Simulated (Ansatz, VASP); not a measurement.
# One calculation of AlN, two programs

File INCAR:

```
SYSTEM = AlN
PREC = Accurate ; ENCUT = 520
EDIFF = 1E-6 ; ISMEAR = 0
SIGMA = 0.05 ; LREAL = .FALSE.
LASPH = .TRUE. ; NELM = 80
ALGO = Normal ; ISIF = 2
LWAVE = .FALSE. ; LCHARG = .FALSE.
GGA = PE ; NBANDS = 11
```

Contents of KPOINTS:

```
Automatic mesh
0
G
  10 10 10
  0 0 0
```

Contents of POSCAR:

```
AlN
1.0
   -0.0422643796      2.0923002458      2.0923002458
    2.0923002458     -0.0422643796      2.0923002458
    2.0923002458      2.0923002458     -0.0422643796
Al N
1 1
Direct
    0.5000000000      0.5000000000      0.5000000000
    0.0000000000      0.0000000000      0.0000000000
```

Input for Ansatz:

```yaml
crystal:
  lattice:
    - [-0.0422643796, 2.0923002458, 2.0923002458]
    - [2.0923002458, -0.0422643796, 2.0923002458]
    - [2.0923002458, 2.0923002458, -0.0422643796]
  atoms:
    - { symbol: Al, position: [0.5, 0.5, 0.5] }
    - { symbol: "N", position: [0.0, 0.0, 0.0] }
basis:
  ecutwfc: 520.0
kpoints:
  mp_grid: { grid: [10, 10, 10] }
hamiltonian:
  xc: pbe
  pseudopotentials: { kind: paw, azcp: { folder: soft_1 } }
scf:
  occupations: { method: gaussian, width: 0.05 }
output:
  forces: true
  stress: true
  eigenvalues: true
```

Alike in both runs: task single point; functional PBE; k mesh 10 × 10 × 10; occupations gaussian, width 0.05 eV; no spin polarisation.

|  | VASP | Ansatz |
| --- | --- | --- |
| version | VASP 6.6.1 | Ansatz 0.2.0 |
| potentials or method | VASP PAW PBE potentials, release 64 (Al, N), cutoff 520 eV | scalar-relativistic, plane waves, PAW |
| valence electrons in the cell | 8 | 8 |

|  | VASP | Ansatz | Ansatz less VASP |
| --- | --- | --- | --- |
| gap on the k mesh at the Fermi level (eV) | 3.11 | 3.12 | +0.016 |
| least direct gap on the mesh (eV) | 3.61 | 3.61 | -0.004 |
| pressure (GPa) | -22.7 | -22.6 | +0.13 |
| traceless stress, the component that is largest in VASP (GPa) | 5.05 | 5.05 | -0.003 |

The functional is the same, so the differences come from potentials, cutoffs and numerics.
